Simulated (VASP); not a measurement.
# AlOs3 (Pm-3m) in VASP: a series of runs

The runs below take AlOs3 through single point, relaxation of cell and atoms, with PBE.

Program: VASP 6.6.1. These are calculated values, not measurements. Logs are shortened: lines on timing, memory, paths and dates and some standing lists are left out, and cuts for length are marked.

### Step 1. The cell of the first run

It takes space group Pm-3m (No. 221, cubic). Conventional cell: a = 3.862 Å, b = 3.862 Å, c = 3.862 Å, α = 90.00°, β = 90.00°, γ = 90.00°. Al (site symmetry m-3m) has 12 Os at 2.73 Å within 3.6 Å. Within 3.6 Å of Os (site symmetry 4/mmm) lie 4 Al at 2.73 Å and 8 Os at 2.73 Å.

### Step 2. Single point, PBE

INCAR

```
ALGO     = Normal         # electronic algorithm
EDIFF    = 1E-7           # SCF threshold, eV
ENCUT    = 520            # plane-wave cutoff, eV
GGA      = PE             # functional
ISIF     = 2              # what is computed and relaxed
ISMEAR   = 0              # smearing method
LASPH    = T              # aspherical terms in the spheres
LCHARG   = F              # write CHGCAR
LREAL    = F              # projectors in reciprocal space
LWAVE    = F              # write WAVECAR
NBANDS   = 22             # bands
NELM     = 60             # most SCF steps
PREC     = Accurate       # precision mode
SIGMA    = 0.1            # smearing width, eV
```

KPOINTS

```
k-points
0
Gamma
  4 4 4
```

POSCAR

```
AlOs3
1.0
    3.8624992279      0.0000000000      0.0000000000
    0.0000000000      3.8624992279      0.0000000000
    0.0000000000      0.0000000000      3.8624992279
Al Os
1 3
Direct
    0.0000000000      0.0000000000      0.0000000000
    0.0000000000      0.5000000000      0.5000000000
    0.5000000000      0.0000000000      0.5000000000
    0.5000000000      0.5000000000      0.0000000000
```

Potentials or basis: VASP PAW PBE potentials, release 64 (Al, Os).

Command:

```
cat potpaw_PBE.64/Al/POTCAR potpaw_PBE.64/Os/POTCAR > POTCAR
mpirun -np 1 vasp_std > vasp.out
```

OUTCAR:

```text
EDIFF = 1E-7
   ENCUT = 520
   GGA = PE
   ISIF = 2
   ISMEAR = 0
   LASPH = T
   LREAL = F
   NELM = 60
   PREC = Accurate

 ion  position               nearest neighbor table
   1  0.000  0.000  0.000-   2 2.73   3 2.73   4 2.73   2 2.73   3 2.73   2 2.73   4 2.73   2 2.73
                             3 2.73   4 2.73   3 2.73   4 2.73
   2  0.000  0.500  0.500-   1 2.73   3 2.73   4 2.73   1 2.73   4 2.73   1 2.73   3 2.73   1 2.73
                             3 2.73   4 2.73   4 2.73   3 2.73
   3  0.500  0.000  0.500-   1 2.73   2 2.73   4 2.73   1 2.73   4 2.73   2 2.73   4 2.73   4 2.73
                             1 2.73   2 2.73   1 2.73   2 2.73
   4  0.500  0.500  0.000-   1 2.73   2 2.73   3 2.73   2 2.73   3 2.73   1 2.73   3 2.73   3 2.73
                             1 2.73   2 2.73   2 2.73   1 2.73

  LATTYP: Found a simple cubic cell.
 ALAT       =     3.8624992279

  Lattice vectors:

 A1 = (   3.8624992279,   0.0000000000,   0.0000000000)
 A2 = (   0.0000000000,   3.8624992279,   0.0000000000)
 A3 = (   0.0000000000,   0.0000000000,   3.8624992279)

Analysis of symmetry for initial positions (statically):
=====================================================================
 Subroutine PRICEL returns:
 Original cell was already a primitive cell.

 Routine SETGRP: Setting up the symmetry group for a
 simple cubic supercell.

 Subroutine GETGRP returns: Found 48 space group operations
 (whereof 48 operations were pure point group operations)
 out of a pool of 48 trial point group operations.

The static configuration has the point symmetry O_h .

Analysis of symmetry for dynamics (positions and initial velocities):
=====================================================================
 Subroutine PRICEL returns:
 Original cell was already a primitive cell.

 Routine SETGRP: Setting up the symmetry group for a
 simple cubic supercell.

 Subroutine GETGRP returns: Found 48 space group operations
 (whereof 48 operations were pure point group operations)
 out of a pool of 48 trial point group operations.

The dynamic configuration has the point symmetry O_h .

 Subroutine INISYM returns: Found 48 space group operations
 (whereof 48 operations are pure point group operations),
 and found     1 'primitive' translations

----------------------------------------------------------------------------------------

                                     Primitive cell

  volume of cell :      57.6242

  direct lattice vectors                    reciprocal lattice vectors
     3.862499228  0.000000000  0.000000000     0.258899728  0.000000000  0.000000000
     0.000000000  3.862499228  0.000000000     0.000000000  0.258899728  0.000000000
     0.000000000  0.000000000  3.862499228     0.000000000  0.000000000  0.258899728

  length of vectors
     3.862499228  3.862499228  3.862499228     0.258899728  0.258899728  0.258899728

  position of ions in fractional coordinates (direct lattice)
     0.000000000  0.000000000  0.000000000
     0.000000000  0.500000000  0.500000000
     0.500000000  0.000000000  0.500000000
     0.500000000  0.500000000  0.000000000

  ion indices of the primitive-cell ions
   primitive index   ion index
                 1           1
                 2           2
                 3           3
                 4           4

----------------------------------------------------------------------------------------

 KPOINTS: k-points

Automatic generation of k-mesh.
 Grid dimensions read from file:
 generate k-points for:    4    4    4

 Generating k-lattice:

  Cartesian coordinates                     Fractional coordinates (reciprocal lattice)
     0.064724932  0.000000000  0.000000000     0.250000000  0.000000000  0.000000000
     0.000000000  0.064724932  0.000000000     0.000000000  0.250000000  0.000000000
     0.000000000  0.000000000  0.064724932     0.000000000  0.000000000  0.250000000

  Length of vectors
     0.064724932  0.064724932  0.064724932

  Shift w.r.t. Gamma in fractional coordinates (k-lattice)
     0.000000000  0.000000000  0.000000000

 Subroutine IBZKPT returns following result:
 ===========================================

 Found     10 irreducible k-points:

 Following reciprocal coordinates:
            Coordinates               Weight
  0.000000  0.000000  0.000000      1.000000
  0.250000  0.000000  0.000000      6.000000
  0.500000  0.000000  0.000000      3.000000
  0.250000  0.250000  0.000000     12.000000
  0.500000  0.250000  0.000000     12.000000
  0.500000  0.500000  0.000000      3.000000
  0.250000  0.250000  0.250000      8.000000
  0.500000  0.250000  0.250000     12.000000
  0.500000  0.500000  0.250000      6.000000
  0.500000  0.500000  0.500000      1.000000
   k-points           NKPTS =     10   k-points in BZ     NKDIM =     10   number of bands    NBANDS=     22
   number of dos      NEDOS =    301   number of ions     NIONS =      4
   total plane-waves  NPLWV =  27000
   dimension x,y,z NGX =    30 NGY =   30 NGZ =   30
   dimension x,y,z NGXF=    60 NGYF=   60 NGZF=   60
   ions per type =               1   3
   NGX,Y,Z   is equivalent  to a cutoff of  12.91, 12.91, 12.91 a.u.
   NGXF,Y,Z  is equivalent  to a cutoff of  25.82, 25.82, 25.82 a.u.
 SYSTEM =  unknown system
   PREC   = accura    normal or accurate (medium, high low for compatibility)
   ISTART =      0    job   : 0-new  1-cont  2-samecut
   ICHARG =      2    charge: 1-file 2-atom 10-const
   ISPIN  =      1    spin polarized calculation?
   LNONCOLLINEAR =      F non collinear calculations
   LSORBIT =      F    spin-orbit coupling
   LASPH  =      T    aspherical Exc in radial PAW
   ENCUT  =  520.0 eV  38.22 Ry    6.18 a.u.   7.18  7.18  7.18*2*pi/ulx,y,z
   NELM   =     60;   NELMIN=  2; NELMDL= -5     # of ELM steps
   EDIFF  = 0.1E-06   stopping-criterion for ELM
   LREAL  =      F    real-space projection
   EDIFFG = 0.1E-05   stopping-criterion for IOM
   NSW    =      0    number of steps for IOM
   IBRION =     -1    ionic relax: 0-MD 1-quasi-New 2-CG
   NFREE  =      0    steps in history (QN), initial steepest desc. (CG)
   ISIF   =      2    stress and relaxation
   ISYM   =      2    0-nonsym 1-usesym 2-fastsym
   POTIM  = 0.5000    time-step for ionic-motion
   TEBEG  =    0.0;   TEEND  =   0.0 temperature during run
   PSTRESS=    0.0 pullay stress
   NELECT =      27.0000    total number of electrons
   NUPDOWN=      -1.0000    fix difference up-down
   EMIN   =  10.00;   EMAX   =-10.00  energy-range for DOS
   EFERMI =   0.00;   METHOD = LEGACY
   ISMEAR =     0;   SIGMA  =   0.10  broadening in eV -4-tet -1-fermi 0-gaus
   EFERMI_NEDOS =   21; number of points for ismear=-14 and -15
   IALGO  =     38    algorithm
   IMIX   =      4    mixing-type and parameters
     AMIX     =   0.40;   BMIX     =  1.00
     AMIX_MAG =   1.60;   BMIX_MAG =  1.00
  volume/ion in A,a.u.               =      14.41        97.22
  Fermi-wavevector in a.u.,A,eV,Ry     =   1.271533  2.402849 21.997852  1.616796
  Thomas-Fermi vector in A             =   2.404461
   LORBIT       =      0    0 simple, 1 ext, 2 COOP (PROOUT), +10 PAW based schemes
   GGA     = PE    functional components
   LHFCALC =     F    Hartree Fock is set to
   AEXX    =    0.0000 exact exchange contribution
   IVDW    =     0    specifies the selected vdW correction
   LEPSILON=     F    determine dielectric tensor
   LRPA    =     F    only Hartree local field effects (RPA)
 non-spin polarized calculation
 Gauss-broadening in eV      SIGMA  =   0.10
  energy-cutoff  :      520.00
  volume of cell :       57.62
 maximum number of plane-waves:      1596
 NGX is ok and might be reduce to    30
   NGX = 15   NGY = 15   NGZ = 15

 number of electron      27.0000000 magnetization

 Free energy of the ion-electron system (eV)
  ---------------------------------------------------
  ext. energy  EPLUGINS =         0.00000000
  ---------------------------------------------------
  free energy    TOTEN  =       -36.53803319 eV

  energy without entropy =      -36.50238074  energy(sigma->0) =      -36.52020697

 E-fermi :   8.7762     XC(G=0): -13.0818

 val. band max:        8.7479153235   @ k =   0.5000   0.2500   0.0000
 cond. band min:       8.7792575367   @ k =   0.5000   0.2500   0.2500
 fundamental gap:      0.0313422132
 Fermi energy:         8.7761638026

 k-point     1 :       0.0000    0.0000    0.0000
  band No.  band energies     occupation
      1      -1.9856      2.00000
      2       1.5264      2.00000
      3       3.2508      2.00000
      4       3.2508      2.00000
      5       3.4287      2.00000
      6       3.4287      2.00000
[... 14 lines left out ...]
     21      18.2027      0.00000
     22      18.2027      0.00000

 k-point     2 :       0.2500    0.0000    0.0000
  band No.  band energies     occupation
      1      -1.1684      2.00000
      2       2.0655      2.00000
      3       2.9468      2.00000
      4       3.6996      2.00000
      5       3.8382      2.00000
      6       3.8382      2.00000
[... 14 lines left out ...]
     21      18.2011      0.00000
     22      18.3990      0.00000

 k-point     3 :       0.5000    0.0000    0.0000
  band No.  band energies     occupation
      1       0.8727      2.00000
      2       0.9083      2.00000
      3       3.1982      2.00000
      4       4.0567      2.00000
      5       4.4140      2.00000
      6       4.4140      2.00000
[... 14 lines left out ...]
     21      15.6389      0.00000
     22      15.6389      0.00000

 k-point     4 :       0.2500    0.2500    0.0000
  band No.  band energies     occupation
      1      -0.4219      2.00000
      2       2.5793      2.00000
      3       3.2661      2.00000
      4       3.7465      2.00000
      5       3.9084      2.00000
      6       4.0865      2.00000
[... 14 lines left out ...]
     21      16.4927      0.00000
     22      17.2891      0.00000

 k-point     5 :       0.5000    0.2500    0.0000
  band No.  band energies     occupation
      1       1.3515      2.00000
      2       1.6042      2.00000
      3       3.7211      2.00000
      4       3.8261      2.00000
      5       4.2081      2.00000
      6       4.4561      2.00000
[... 14 lines left out ...]
     21      16.3309      0.00000
     22      17.2024      0.00000

 k-point     6 :       0.5000    0.5000    0.0000
  band No.  band energies     occupation
      1       2.2484      2.00000
      2       2.6694      2.00000
      3       2.6694      2.00000
      4       4.0050      2.00000
      5       4.4998      2.00000
      6       4.9919      2.00000
[... 14 lines left out ...]
     21      18.2231      0.00000
     22      18.2231      0.00000

 k-point     7 :       0.2500    0.2500    0.2500
  band No.  band energies     occupation
      1       0.1871      2.00000
      2       2.4192      2.00000
      3       3.7372      2.00000
      4       3.7372      2.00000
      5       3.8389      2.00000
      6       4.8197      2.00000
[... 14 lines left out ...]
     21      16.3793      0.00000
     22      16.3793      0.00000

 k-point     8 :       0.5000    0.2500    0.2500
  band No.  band energies     occupation
      1       1.4085      2.00000
      2       1.9487      2.00000
      3       2.8522      2.00000
      4       4.2923      2.00000
      5       4.3174      2.00000
      6       5.3394      2.00000
[... 14 lines left out ...]
     21      15.4305      0.00000
     22      18.3173      0.00000

 k-point     9 :       0.5000    0.5000    0.2500
  band No.  band energies     occupation
      1       1.3293      2.00000
      2       2.6544      2.00000
      3       2.6544      2.00000
      4       3.1447      2.00000
      5       5.3569      2.00000
      6       5.3569      2.00000
[... 14 lines left out ...]
     21      16.1373      0.00000
     22      16.1373      0.00000

 k-point    10 :       0.5000    0.5000    0.5000
  band No.  band energies     occupation
      1       0.8096      2.00000
      2       2.5361      2.00000
      3       2.5361      2.00000
      4       2.5361      2.00000
      5       6.0555      2.00000
      6       6.0555      2.00000
[... 14 lines left out ...]
     21      15.7757      0.00000
     22      15.7757      0.00000

------------------------ aborting loop because EDIFF is reached ----------------------------------------

  FORCE on cell =-STRESS in cart. coord.  units (eV):
  Direction    XX          YY          ZZ          XY          YZ          ZX
  --------------------------------------------------------------------------------------
  -------------------------------------------------------------------------------------
  Total        0.1521302      0.1521302      0.1521302      0.0000000     -0.0000000      0.0000000
  in kB        4.2298102      4.2298102      4.2298102      0.0000000     -0.0000000      0.0000000
  external PRESSURE =       4.2298102 kB  Pullay stress =       0.0000000 kB

 VOLUME and BASIS-vectors are now :
 -----------------------------------------------------------------------------
  energy-cutoff  :      520.00
  volume of cell :       57.62
      direct lattice vectors                 reciprocal lattice vectors
     3.862499228  0.000000000  0.000000000     0.258899728  0.000000000  0.000000000
     0.000000000  3.862499228  0.000000000     0.000000000  0.258899728  0.000000000
     0.000000000  0.000000000  3.862499228     0.000000000  0.000000000  0.258899728

 POSITION                                       TOTAL-FORCE (eV/Angst)
 -----------------------------------------------------------------------------------
      0.00000      0.00000      0.00000         0.000000      0.000000      0.000000
      0.00000      1.93125      1.93125         0.000000      0.000000      0.000000
      1.93125      0.00000      1.93125         0.000000      0.000000      0.000000
      1.93125      1.93125      0.00000         0.000000      0.000000      0.000000
 -----------------------------------------------------------------------------------
    total drift:                                0.000000      0.000000     -0.000000

  FREE ENERGIE OF THE ION-ELECTRON SYSTEM (eV)
  ---------------------------------------------------
  free  energy   TOTEN  =       -36.5380331914 eV

  energy  without entropy=      -36.5023807433  energy(sigma->0) =      -36.52020697
```

It took 26 s on 1 thread of Intel Xeon 8259CL, shared host; peak memory 0.17 GiB.

Results:

```yaml
Free_energy: -36.5380 eV
Pressure: 0.4 GPa
Band_gap_on_the_k_mesh: zero (an odd number of electrons rules out a gap without spin polarisation)
```

Caveat: the k points lie up to 0.41 Å⁻¹ apart, too coarse for converged energies and pressures of a metal; spin-orbit coupling is left out, which moves the levels of the heavy elements.

(Continued in part 2 of 3.)
